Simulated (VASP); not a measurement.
A run of VASP 6.6.1 is set up as follows.

The input INCAR:

```
SYSTEM = P
  PREC = Accurate
  ENCUT = 520
  EDIFF = 1E-7
  ISMEAR = 0
  SIGMA = 0.05
  LREAL = .False.
  LASPH = .True.
  NELM = 100
  ALGO = Normal
  ISIF = 2
  LWAVE = .False.
  LCHARG = .False.
  LDIPOL = .True.
  IDIPOL = 3
  DIPOL = 0.5 0.5 0.391
  GGA = PE
  IVDW = 12
  NBANDS = 30
```

The input KPOINTS:

```
Automatic mesh
0
Gamma
  8 6 1
  0 0 0
```

File POSCAR:

```
P
1.0
    3.2961869271      0.0000000000      0.0000000000
    0.0000000000      4.4391555608      0.0000000000
    0.0000000000      0.0000000000     21.7461973993
P
8
Direct
    0.5000000000      0.9174951521      0.2069327302
    0.0000000000      0.5825048479      0.2069327302
    0.5000000000      0.0825048479      0.3045635326
    0.0000000000      0.4174951521      0.3045635326
    1.3750000000      0.9575048479      0.4774673249
    0.8750000000      0.6225145437      0.4774673249
    1.3750000000      0.1225145437      0.5750981273
    0.8750000000      0.4575048479      0.5750981273
```

Potentials or basis: VASP PAW PBE potentials, release 64 (P).

Launch:

```console
$ cat potpaw_PBE.64/P/POTCAR > POTCAR
$ mpirun -np 1 vasp_std > vasp.out
```

Q: What does it give for the dispersion energy per atom?

A: -0.284 eV.

Q: What does it give for the band gap on the k mesh?

A: 0.41 eV.

Forces in eV/Å, atoms in the order of the input:
```
P    0.004 -0.041  0.034
P    0.003  0.035  0.031
P    0.002 -0.003  0.059
P    0.003  0.002  0.065
P   -0.002  0.003 -0.059
P   -0.003 -0.002 -0.065
P   -0.004  0.041 -0.034
P   -0.003 -0.035 -0.031
```

Caveat: the cell differs from its parent crystal (layers slid over each other).
